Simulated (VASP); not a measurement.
# WSe3 (P6/mmm) in VASP: further runs, part 2 of 2

VASP 6.6.1. The steps go on from the part before.

## 3. Relaxation of cell and atoms, PBE, collinear spin, zero start

This run uses another cell than the first one, of 30.26 Å³/atom.

Contents of INCAR:

```
SYSTEM = WSe3
PREC = Accurate
ENCUT = 600
EDIFF = 1E-6
ISMEAR = 0
SIGMA = 0.1
LREAL = .False.
LASPH = .True.
NELM = 150
ALGO = Normal
ISIF = 3
LWAVE = .False.
LCHARG = .False.
ISPIN = 2
MAGMOM = 0 0 0 0
LORBIT = 11
LMAXMIX = 4
GGA = PE
IBRION = 2
NSW = 90
EDIFFG = -0.04
```

Contents of KPOINTS:

```
regular mesh
0
Gamma
  6 6 2
  0 0 0
```

Contents of POSCAR:

```
WSe3
1.0
    4.1442408800      0.0000000000      0.0000000000
   -2.0721204400      3.5890178800      0.0000000000
    0.0000000000      0.0000000000      8.1391041600
W Se
1 3
Direct
    0.0000000000      0.0000000000      0.5000000000
    0.0000000000      0.0000000000      0.7308891500
    0.0000000000      0.0000000000      0.2691108500
    0.0000000000      0.0000000000      0.0000000000
```

Potentials or basis: VASP PAW PBE potentials, release 64 (W_sv, Se).

On the command line:

```console
> cat potpaw_PBE.64/W_sv/POTCAR potpaw_PBE.64/Se/POTCAR > POTCAR
> mpirun -np 1 vasp_std > vasp.out
```

Wall time 58 min (1 thread of AMD EPYC 9R45 (Zen 5), shared host); peak memory 0.39 GiB.

It converged, with:

- Free energy: -21.1421 eV
- Relaxed volume: 21.65 Å³/atom
- Relaxed cell: a = 2.848 Å, b = 2.848 Å, c = 12.327 Å, α = 90.00°, β = 90.00°, γ = 120.00°
- Space group after relaxing (to 0.1 Å): P6/mmm (No. 191)
- Pressure after relaxing: -0.2 GPa
- Largest force after relaxing: 0.007 eV/Å
- Band gap on the k mesh: zero (filled and empty bands overlap)
- Net moment: 0.00 μB per cell
- Valence electrons inside the program's atomic spheres: W 11.93; Se 3.73, 3.65 (each value once)

Forces in eV/Å, atoms in the order of the input:
```
W    0.000  0.000  0.000
Se   0.000  0.000  0.007
Se   0.000  0.000 -0.007
Se   0.000  0.000  0.000
```

Stress tensor (GPa, compression positive):
```
-0.26  0.00  0.00
 0.00 -0.26  0.00
 0.00  0.00  0.00
```

Final structure:
```yaml
crystal:
  lattice:
    - [2.84825, 0.00000, 0.00000]
    - [-1.42413, 2.46666, 0.00000]
    - [0.00000, 0.00000, 12.32748]
  atoms:
    - { symbol: W, position: [0.00000, 0.00000, 0.50000] }
    - { symbol: Se, position: [0.00000, 0.00000, 0.70793] }
    - { symbol: Se, position: [0.00000, 0.00000, 0.29207] }
    - { symbol: Se, position: [0.00000, 0.00000, 0.00000] }
```

Levels at points of the mesh, in eV from the Fermi level:
Spin up:
```
           k point  band 11  band 12  band 13  band 14  band 15  band 16  band 17  band 18  band 19  band 20
(0.00, 0.00, 0.00)    -3.09    -0.19    -0.19     2.08     2.08     2.29     3.89     3.89     4.63     4.63
(0.50, 0.00, 0.00)    -4.32    -3.11    -2.03    -1.93     0.03     0.18     1.03     1.79     1.86     2.63
(0.00, 0.00, 0.50)    -3.34    -0.19    -0.19     2.08     2.08     3.11     3.89     3.89     4.20     4.56
(0.50, 0.00, 0.50)    -4.33    -3.20    -2.02    -1.58    -0.33     0.18     1.04     1.78     1.82     2.63
```
Spin down:
```csv
k point,band 13,band 14,band 15,band 16,band 17,band 18
"(0.00, 0.00, 0.00)",-0.19,2.08,2.08,2.29,3.89,3.89
"(0.50, 0.00, 0.00)",-2.03,-1.93,0.03,0.18,1.03,1.79
"(0.00, 0.00, 0.50)",-0.19,2.08,2.08,3.11,3.89,3.89
"(0.50, 0.00, 0.50)",-2.02,-1.58,-0.33,0.18,1.04,1.78
```

Caveat: the k points lie up to 0.42 Å⁻¹ apart in the final cell, too coarse for converged energies and pressures of a metal; the volume moved by over 15 % at a fixed basis, so the end points are rough; the highest band is partly filled, so the run has too few bands; spin-orbit coupling is left out, which moves the levels of the heavy elements; this functional lacks dispersion, which binds layers or chains, so the pressure and a relaxed spacing across them are unreliable.

## 4. Relaxation of cell and atoms, PBE, collinear spin

This run uses another cell than the first one, of 21.05 Å³/atom.

Contents of INCAR:

```
SYSTEM = WSe3
ALGO = Normal ; EDIFF = 1E-6
EDIFFG = -0.04 ; ENCUT = 600
GGA = PE ; IBRION = 2
ISIF = 3 ; ISMEAR = 0
ISPIN = 2 ; LASPH = .True.
LCHARG = .False. ; LMAXMIX = 4
LORBIT = 11 ; LREAL = .False.
LWAVE = .False. ; MAGMOM = 0.21 0.01 0.01 0.03
NELM = 150 ; NSW = 90
PREC = Accurate ; SIGMA = 0.1
```

Contents of KPOINTS:

```
k-points
0
Gamma
  6 6 2
  0 0 0
```

Contents of POSCAR:

```
WSe3
1.0
    2.8508885893      0.0000000000      0.0000000000
   -1.4254442946      2.4689419417      0.0000000000
    0.0000000000      0.0000000000     11.9624042868
W Se
1 3
Direct
    0.0000000000      0.0000000000      0.5000000000
    1.0000000000      0.0000000000      0.7126632206
    0.0000000000      0.0000000000      0.2873367794
    1.0000000000      0.0000000000      0.0000000000
```

On the command line:

```console
> cat potpaw_PBE.64/W_sv/POTCAR potpaw_PBE.64/Se/POTCAR > POTCAR
> mpirun -np 1 vasp_std > vasp.out
```

Wall time 4.6 min (1 thread of AMD EPYC 9R45 (Zen 5), shared host); peak memory 0.27 GiB.

The run converged. Its results:

- Free energy: -21.1587 eV
- Relaxed volume: 21.40 Å³/atom
- Relaxed cell: a = 2.850 Å, b = 2.850 Å, c = 12.173 Å, α = 90.00°, β = 90.00°, γ = 120.00°
- Space group after relaxing (to 0.1 Å): P6/mmm (No. 191)
- Energy gained by relaxing: 2.3 meV/atom
- Ionic steps: 9
- Pressure after relaxing: -0.1 GPa
- Largest force after relaxing: 0.023 eV/Å
- Net moment: 0.48 μB per cell
- Site moments: W +0.28; Se +0.01, +0.02 (each value once) μB
- Valence electrons inside the program's atomic spheres: W 11.92; Se 3.73, 3.64 (each value once)

Forces on the atoms (eV/Å):
```
W    0.000  0.000  0.000
Se   0.000  0.000 -0.023
Se   0.000  0.000  0.023
Se   0.000  0.000  0.000
```

Stress tensor (GPa, compression positive):
```
-0.13  0.00  0.00
 0.00 -0.13  0.00
 0.00  0.00  0.08
```

Step by step:
```
step  energy change (eV)  largest force (eV/Å)  pressure (GPa)  volume (Å³)
   1              0.0000                0.1785            0.87        84.20
   2             -0.0010                0.2547           -0.91        85.59
   3             -0.0066                0.0547           -0.10        84.92
   4             -0.0066                0.0498           -0.08        84.91
   5             -0.0069                0.0515            0.13        84.80
   6             -0.0069                0.0516            0.15        84.78
   7             -0.0072                0.0492            0.14        84.87
   8             -0.0080                0.0404            0.07        85.12
   9             -0.0091                0.0229           -0.06        85.62
```

Final structure:
```xyz
4
Lattice="2.8499 0.0000 0.0000 -1.4249 2.4680 0.0000 0.0000 0.0000 12.1727" Properties=species:S:1:pos:R:3 pbc="T T T"
W     1.4249    2.4680    6.0864
Se    0.0000    0.0000    8.6535
Se   -1.4249    2.4680    3.5192
Se    1.4249    2.4680    0.0000
```

Levels at points of the mesh, in eV from the Fermi level:
Spin up:
| k point | band 12 | band 13 | band 14 | band 15 | band 16 | band 17 | band 18 | band 19 | band 20 |
| --- | --- | --- | --- | --- | --- | --- | --- | --- | --- |
| (0.00, 0.00, 0.00) | -0.26 | -0.26 | 2.08 | 2.08 | 2.28 | 3.88 | 3.88 | 4.48 | 4.48 |
| (0.50, 0.00, 0.00) | -3.12 | -2.05 | -2.04 | 0.01 | 0.19 | 1.03 | 1.66 | 1.78 | 2.61 |
| (0.00, 0.00, 0.50) | -0.26 | -0.26 | 2.08 | 2.08 | 3.17 | 3.90 | 3.90 | 4.22 | 4.43 |
| (0.50, 0.00, 0.50) | -3.25 | -2.04 | -1.59 | -0.44 | 0.19 | 1.05 | 1.64 | 1.73 | 2.62 |
Spin down:
| k point | band 11 | band 12 | band 13 | band 14 | band 15 | band 16 | band 17 | band 18 | band 19 | band 20 |
| --- | --- | --- | --- | --- | --- | --- | --- | --- | --- | --- |
| (0.00, 0.00, 0.00) | -3.03 | 0.06 | 0.06 | 2.17 | 2.17 | 2.34 | 3.89 | 3.89 | 4.50 | 4.50 |
| (0.50, 0.00, 0.00) | -4.07 | -3.02 | -2.02 | -1.89 | 0.05 | 0.25 | 1.04 | 1.68 | 2.08 | 2.70 |
| (0.00, 0.00, 0.50) | -3.30 | 0.06 | 0.06 | 2.17 | 2.17 | 3.23 | 3.90 | 3.90 | 4.32 | 4.45 |
| (0.50, 0.00, 0.50) | -4.10 | -3.13 | -1.88 | -1.57 | -0.39 | 0.24 | 1.05 | 1.65 | 2.02 | 2.70 |

Caveat: the k points lie up to 0.42 Å⁻¹ apart in the final cell; the highest band is partly filled, so the run has too few bands; a moment this small can come from the mesh or the smearing; spin-orbit coupling is left out, which moves the levels of the heavy elements; this functional lacks dispersion, which binds layers or chains, so the pressure and a relaxed spacing across them are unreliable.

## 5. Overview

| task | spin | cell | cutoff (eV) | gap on the mesh (eV) | pressure (GPa) | moment (μB) | relaxed volume (Å³/atom) | largest force (eV/Å) |
| --- | --- | --- | --- | --- | --- | --- | --- | --- |
| single point | collinear | a = 2.845, b = 2.845, c = 12.260 Å, angles 90.0, 90.0, 120.0°, 4 atoms, atomic positions A | 520 | none | 0.3 | 0.45 | - | 0.01 |
| relaxation of cell and atoms | collinear, zero start | relaxed from a = 4.144, b = 4.144, c = 8.139 Å, angles 90.0, 90.0, 120.0°, 4 atoms, atomic positions B | 600 | none | -0.2 | 0.00 | 21.65 | 0.01 |
| relaxation of cell and atoms | collinear | relaxed from a = 2.851, b = 2.851, c = 11.962 Å, angles 90.0, 90.0, 120.0°, 4 atoms, atomic positions C | 600 | none | -0.1 | 0.48 | 21.40 | 0.02 |

Alike in all rows: level PBE; potentials or basis VASP PAW PBE potentials, release 64 (W_sv, Se); k mesh 6 × 6 × 2; smearing gaussian 0.1 eV.

Caveats: all runs use coarse meshes; spin-orbit coupling is left out, which moves the levels of the heavy elements; this functional lacks dispersion, which binds layers or chains, so the pressure and a relaxed spacing across them are unreliable; a moment this small can come from the mesh or the smearing (at least some runs); the highest band is partly filled, so the run has too few bands (at least some runs); the volume moved by over 15 % at a fixed basis, so the end points are rough (at least some runs).

Total energies depend on the potentials used, so only differences within one code and one set of settings carry meaning.
